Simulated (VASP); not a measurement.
# Hf4C in VASP: notebook

Hf4C is run at these levels: PBE; tasks: single point.

Everything below comes from runs of VASP 6.6.1. Logs are shortened: lines on timing, memory, paths and dates and some standing lists are left out, and cuts for length are marked.

## 1. The cell of the first run

It takes space group P4/mmm (No. 123, tetragonal). Conventional cell: a = 3.281 Å, b = 3.281 Å, c = 8.731 Å, α = 90.00°, β = 90.00°, γ = 90.00°. Within 4.1 Å of Hf (site symmetry 4/mmm) lie 12 Hf at 3.12 to 3.28 Å. Within 3.1 Å of Hf (site symmetry 4/mmm) lie 4 C at 2.32 Å. Hf (site symmetry 4mm) has 1 C at 2.28 Å within 3.0 Å. Within 3.0 Å of C (site symmetry 4/mmm) lie 6 Hf at 2.28 to 2.32 Å.

## 2. Single point, PBE

Contents of INCAR:

```
SYSTEM = Hf4C
PREC     = Accurate       ! precision mode
ENCUT    = 520            ! plane-wave cutoff, eV
EDIFF    = 1E-6           ! SCF threshold, eV
ISMEAR   = 0              ! smearing method
SIGMA    = 0.1            ! smearing width, eV
LREAL    = .False.        ! projectors in reciprocal space
LASPH    = .True.         ! aspherical terms in the spheres
NELM     = 100            ! most SCF steps
ALGO     = Normal         ! electronic algorithm
ISIF     = 2              ! what is computed and relaxed
LWAVE    = .False.        ! write WAVECAR
LCHARG   = .False.        ! write CHGCAR
GGA      = PE             ! functional
NBANDS   = 30             ! bands
```

Contents of KPOINTS:

```
Automatic mesh
0
Gamma
  10 10 4
  0 0 0
```

Contents of POSCAR:

```
Hf4C
1.0
    3.2808436997      0.0000000000      0.0000000000
    0.0000000000      3.2808436997      0.0000000000
    0.0000000000      0.0000000000      8.7306953455
Hf C
4 1
Direct
    0.5000000000      0.5000000000      0.5000000000
    0.5000000000      0.5000000000      0.0000000000
    0.0000000000      0.0000000000      0.7387625671
    0.0000000000      0.0000000000      0.2612374329
    0.0000000000      0.0000000000      0.0000000000
```

Potentials or basis: VASP PAW PBE potentials, release 64 (Hf_pv, C).

On the command line:

```bash
$ cat potpaw_PBE.64/Hf_pv/POTCAR potpaw_PBE.64/C/POTCAR > POTCAR
$ mpirun -np 1 vasp_std > vasp.out
```

OUTCAR:

```text
SYSTEM = Hf4C
   PREC = Accurate
   ENCUT = 520
   EDIFF = 1E-6
   ISMEAR = 0
   LREAL = .False.
   LASPH = .True.
   NELM = 100
   ISIF = 2
   GGA = PE

 ion  position               nearest neighbor table
   1  0.500  0.500  0.500-   3 3.12   4 3.12   3 3.12   4 3.12   3 3.12   4 3.12   3 3.12   4 3.12

   2  0.500  0.500  0.000-   5 2.32   5 2.32   5 2.32   5 2.32   4 3.25   4 3.25   3 3.25   4 3.25
                             3 3.25   3 3.25   4 3.25   3 3.25
   3  0.000  0.000  0.739-   5 2.28   1 3.12   1 3.12   1 3.12   1 3.12   2 3.25   2 3.25   2 3.25
                             2 3.25
   4  0.000  0.000  0.261-   5 2.28   1 3.12   1 3.12   1 3.12   1 3.12   2 3.25   2 3.25   2 3.25
                             2 3.25
   5  0.000  0.000  0.000-   3 2.28   4 2.28   2 2.32   2 2.32   2 2.32   2 2.32

  LATTYP: Found a simple tetragonal cell.
 ALAT       =     3.2808436997
 C/A-ratio  =     2.6611128553

  Lattice vectors:

 A1 = (   3.2808436997,   0.0000000000,   0.0000000000)
 A2 = (   0.0000000000,   3.2808436997,   0.0000000000)
 A3 = (   0.0000000000,   0.0000000000,   8.7306953455)

Analysis of symmetry for initial positions (statically):
=====================================================================
 Subroutine PRICEL returns:
 Original cell was already a primitive cell.

 Routine SETGRP: Setting up the symmetry group for a
 simple tetragonal supercell.

 Subroutine GETGRP returns: Found 16 space group operations
 (whereof 16 operations were pure point group operations)
 out of a pool of 16 trial point group operations.

The static configuration has the point symmetry D_4h.

Analysis of symmetry for dynamics (positions and initial velocities):
=====================================================================
 Subroutine PRICEL returns:
 Original cell was already a primitive cell.

 Routine SETGRP: Setting up the symmetry group for a
 simple tetragonal supercell.

 Subroutine GETGRP returns: Found 16 space group operations
 (whereof 16 operations were pure point group operations)
 out of a pool of 16 trial point group operations.

The dynamic configuration has the point symmetry D_4h.

 Subroutine INISYM returns: Found 16 space group operations
 (whereof 16 operations are pure point group operations),
 and found     1 'primitive' translations

----------------------------------------------------------------------------------------

                                     Primitive cell

  volume of cell :      93.9766

  direct lattice vectors                    reciprocal lattice vectors
     3.280843700  0.000000000  0.000000000     0.304799647  0.000000000  0.000000000
     0.000000000  3.280843700  0.000000000     0.000000000  0.304799647  0.000000000
     0.000000000  0.000000000  8.730695345     0.000000000  0.000000000  0.114538414

  length of vectors
     3.280843700  3.280843700  8.730695345     0.304799647  0.304799647  0.114538414

  position of ions in fractional coordinates (direct lattice)
     0.500000000  0.500000000  0.500000000
     0.500000000  0.500000000  0.000000000
     0.000000000  0.000000000  0.738762567
     0.000000000  0.000000000  0.261237433
     0.000000000  0.000000000  0.000000000

  ion indices of the primitive-cell ions
   primitive index   ion index
                 1           1
                 2           2
                 3           3
                 4           4
                 5           5

----------------------------------------------------------------------------------------

 KPOINTS: Automatic mesh

Automatic generation of k-mesh.
 Grid dimensions read from file:
 generate k-points for:   10   10    4

 Generating k-lattice:

  Cartesian coordinates                     Fractional coordinates (reciprocal lattice)
     0.030479965  0.000000000  0.000000000     0.100000000  0.000000000  0.000000000
     0.000000000  0.030479965  0.000000000     0.000000000  0.100000000  0.000000000
     0.000000000  0.000000000  0.028634604     0.000000000  0.000000000  0.250000000

  Length of vectors
     0.030479965  0.030479965  0.028634604

  Shift w.r.t. Gamma in fractional coordinates (k-lattice)
     0.000000000  0.000000000  0.000000000

 Subroutine IBZKPT returns following result:
 ===========================================

 Found     63 irreducible k-points:

 Following reciprocal coordinates:
            Coordinates               Weight
  0.000000  0.000000  0.000000      1.000000
  0.100000  0.000000  0.000000      4.000000
  0.200000  0.000000  0.000000      4.000000
  0.300000  0.000000  0.000000      4.000000
  0.400000  0.000000  0.000000      4.000000
  0.500000  0.000000  0.000000      2.000000
[... 16 lines left out ...]
  0.100000  0.000000  0.250000      8.000000
  0.200000  0.000000  0.250000      8.000000
 [... further k-points ...]
   k-points           NKPTS =     63   k-points in BZ     NKDIM =     63   number of bands    NBANDS=     30
   number of dos      NEDOS =    301   number of ions     NIONS =      5
   total plane-waves  NPLWV =  40320
   dimension x,y,z NGX =    24 NGY =   24 NGZ =   70
   dimension x,y,z NGXF=    48 NGYF=   48 NGZF=  140
   ions per type =               4   1
   NGX,Y,Z   is equivalent  to a cutoff of  12.16, 12.16, 13.33 a.u.
   NGXF,Y,Z  is equivalent  to a cutoff of  24.32, 24.32, 26.66 a.u.
 SYSTEM =  Hf4C
   PREC   = accura    normal or accurate (medium, high low for compatibility)
   ISTART =      0    job   : 0-new  1-cont  2-samecut
   ICHARG =      2    charge: 1-file 2-atom 10-const
   ISPIN  =      1    spin polarized calculation?
   LNONCOLLINEAR =      F non collinear calculations
   LSORBIT =      F    spin-orbit coupling
   LASPH  =      T    aspherical Exc in radial PAW
   ENCUT  =  520.0 eV  38.22 Ry    6.18 a.u.   6.10  6.10 16.23*2*pi/ulx,y,z
   NELM   =    100;   NELMIN=  2; NELMDL= -5     # of ELM steps
   EDIFF  = 0.1E-05   stopping-criterion for ELM
   LREAL  =      F    real-space projection
   EDIFFG = 0.1E-04   stopping-criterion for IOM
   NSW    =      0    number of steps for IOM
   IBRION =     -1    ionic relax: 0-MD 1-quasi-New 2-CG
   NFREE  =      0    steps in history (QN), initial steepest desc. (CG)
   ISIF   =      2    stress and relaxation
   ISYM   =      2    0-nonsym 1-usesym 2-fastsym
   POTIM  = 0.5000    time-step for ionic-motion
   TEBEG  =    0.0;   TEEND  =   0.0 temperature during run
   PSTRESS=    0.0 pullay stress
   NELECT =      44.0000    total number of electrons
   NUPDOWN=      -1.0000    fix difference up-down
   EMIN   =  10.00;   EMAX   =-10.00  energy-range for DOS
   EFERMI =   0.00;   METHOD = LEGACY
   ISMEAR =     0;   SIGMA  =   0.10  broadening in eV -4-tet -1-fermi 0-gaus
   EFERMI_NEDOS =   21; number of points for ismear=-14 and -15
   IALGO  =     38    algorithm
   IMIX   =      4    mixing-type and parameters
     AMIX     =   0.40;   BMIX     =  1.00
     AMIX_MAG =   1.60;   BMIX_MAG =  1.00
  volume/ion in A,a.u.               =      18.80       126.84
  Fermi-wavevector in a.u.,A,eV,Ry     =   1.271215  2.402248 21.986853  1.615988
  Thomas-Fermi vector in A             =   2.404160
   LORBIT       =      0    0 simple, 1 ext, 2 COOP (PROOUT), +10 PAW based schemes
   GGA     = PE    functional components
   LHFCALC =     F    Hartree Fock is set to
   AEXX    =    0.0000 exact exchange contribution
   IVDW    =     0    specifies the selected vdW correction
   LEPSILON=     F    determine dielectric tensor
   LRPA    =     F    only Hartree local field effects (RPA)
 non-spin polarized calculation
 Gauss-broadening in eV      SIGMA  =   0.10
  energy-cutoff  :      520.00
  volume of cell :       93.98
 maximum number of plane-waves:      2568
   NGX = 13   NGY = 13   NGZ = 33

 number of electron      44.0000013 magnetization

 Free energy of the ion-electron system (eV)
  ---------------------------------------------------
  ext. energy  EPLUGINS =         0.00000000
  ---------------------------------------------------
  free energy    TOTEN  =       -50.49640810 eV

  energy without entropy =      -50.47477603  energy(sigma->0) =      -50.48559206

 E-fermi :   4.9025     XC(G=0): -11.4635

 val. band max:        4.9024229074   @ k =   0.5000   0.2000   0.0000
 cond. band min:       4.9034334206   @ k =   0.5000   0.0000   0.5000
 fundamental gap:      0.0010105133
 Fermi energy:         4.9025335855

 k-point     1 :       0.0000    0.0000    0.0000
  band No.  band energies     occupation
      1     -25.7164      2.00000
      2     -25.4182      2.00000
      3     -25.3870      2.00000
      4     -25.3567      2.00000
      5     -25.3567      2.00000
      6     -25.2070      2.00000
[... 22 lines left out ...]
     29       8.0991      0.00000
     30       8.2954      0.00000

 k-point     2 :       0.1000    0.0000    0.0000
  band No.  band energies     occupation
      1     -25.6987      2.00000
      2     -25.4650      2.00000
      3     -25.4302      2.00000
      4     -25.3705      2.00000
      5     -25.3464      2.00000
      6     -25.2043      2.00000
[... 22 lines left out ...]
     29       7.9457      0.00000
     30       8.2025      0.00000

 k-point     3 :       0.2000    0.0000    0.0000
  band No.  band energies     occupation
      1     -25.6515      2.00000
      2     -25.5646      2.00000
      3     -25.5217      2.00000
      4     -25.4238      2.00000
      5     -25.3172      2.00000
      6     -25.1974      2.00000
[... 22 lines left out ...]
     29       7.3612      0.00000
     30       8.6044      0.00000

 k-point     4 :       0.3000    0.0000    0.0000
  band No.  band energies     occupation
      1     -25.6736      2.00000
      2     -25.6545      2.00000
      3     -25.5442      2.00000
      4     -25.4897      2.00000
      5     -25.3156      2.00000
      6     -25.2742      2.00000
[... 22 lines left out ...]
     29       7.9854      0.00000
     30       8.0262      0.00000

 k-point     5 :       0.4000    0.0000    0.0000
  band No.  band energies     occupation
      1     -25.7572      2.00000
      2     -25.7266      2.00000
      3     -25.5289      2.00000
      4     -25.4544      2.00000
      5     -25.4382      2.00000
      6     -25.2523      2.00000
[... 22 lines left out ...]
     29       7.7072      0.00000
     30       9.2255      0.00000
[... 526 lines left out ...]
     29      10.5932      0.00000
     30      10.7946      0.00000

 k-point    22 :       0.0000    0.0000    0.2500
  band No.  band energies     occupation
      1     -25.6959      2.00000
      2     -25.5250      2.00000
      3     -25.3488      2.00000
      4     -25.3488      2.00000
      5     -25.2721      2.00000
      6     -25.2417      2.00000
[... 22 lines left out ...]
     29       7.8590      0.00000
     30       8.3623      0.00000

 k-point    23 :       0.1000    0.0000    0.2500
  band No.  band energies     occupation
      1     -25.6837      2.00000
      2     -25.5485      2.00000
      3     -25.3654      2.00000
      4     -25.3390      2.00000
      5     -25.3266      2.00000
      6     -25.2386      2.00000
[... 22 lines left out ...]
     29       8.0636      0.00000
     30       8.2349      0.00000

 k-point    24 :       0.2000    0.0000    0.2500
  band No.  band energies     occupation
      1     -25.6571      2.00000
      2     -25.6091      2.00000
      3     -25.4486      2.00000
      4     -25.3936      2.00000
      5     -25.3112      2.00000
      6     -25.2407      2.00000
[... 22 lines left out ...]
     29       7.7256      0.00000
     30       8.4569      0.00000

 [... further k-points ...]
[... 5 lines left out ...]
  --------------------------------------------------------------------------------------
  -------------------------------------------------------------------------------------
  Total       -0.3123162     -0.3123162     -0.3238031      0.0000000      0.0000000      0.0000000
  in kB       -5.3245786     -5.3245786     -5.5204150      0.0000000      0.0000000      0.0000000
  external PRESSURE =      -5.3898574 kB  Pullay stress =       0.0000000 kB

 VOLUME and BASIS-vectors are now :
 -----------------------------------------------------------------------------
  energy-cutoff  :      520.00
  volume of cell :       93.98
      direct lattice vectors                 reciprocal lattice vectors
     3.280843700  0.000000000  0.000000000     0.304799647  0.000000000  0.000000000
     0.000000000  3.280843700  0.000000000     0.000000000  0.304799647  0.000000000
     0.000000000  0.000000000  8.730695345     0.000000000  0.000000000  0.114538414

 POSITION                                       TOTAL-FORCE (eV/Angst)
 -----------------------------------------------------------------------------------
      1.64042      1.64042      4.36535         0.000000     -0.000000     -0.000000
      1.64042      1.64042      0.00000         0.000000     -0.000000     -0.000000
      0.00000      0.00000      6.44991         0.000000      0.000000      0.020510
      0.00000      0.00000      2.28078         0.000000      0.000000     -0.020510
      0.00000      0.00000      0.00000         0.000000     -0.000000     -0.000000
 -----------------------------------------------------------------------------------
    total drift:                                0.000000     -0.000000     -0.000000

  FREE ENERGIE OF THE ION-ELECTRON SYSTEM (eV)
  ---------------------------------------------------
  free  energy   TOTEN  =       -50.4964081002 eV

  energy  without entropy=      -50.4747760295  energy(sigma->0) =      -50.48559206
```

It took 2.1 min on 1 thread of Intel Xeon Platinum 8488C (Sapphire Rapids), shared host; peak memory 0.28 GiB.

Results:

```yaml
Free_energy: -50.4964 eV
Pressure: -0.5 GPa
Largest_force: 0.021 eV/Å
Band_gap_on_the_k_mesh: zero (band 22 reaches 5.84 eV, above the bottom of band 23 at 4.02 eV)
```

Forces in eV/Å, atoms in the order of the input:
```
Hf   0.000  0.000  0.000
Hf   0.000  0.000  0.000
Hf   0.000  0.000  0.021
Hf   0.000  0.000 -0.021
C    0.000  0.000  0.000
```

Caveat: spin-orbit coupling is left out, which moves the levels of the heavy elements.

(Part 1 of 2 ends here.)
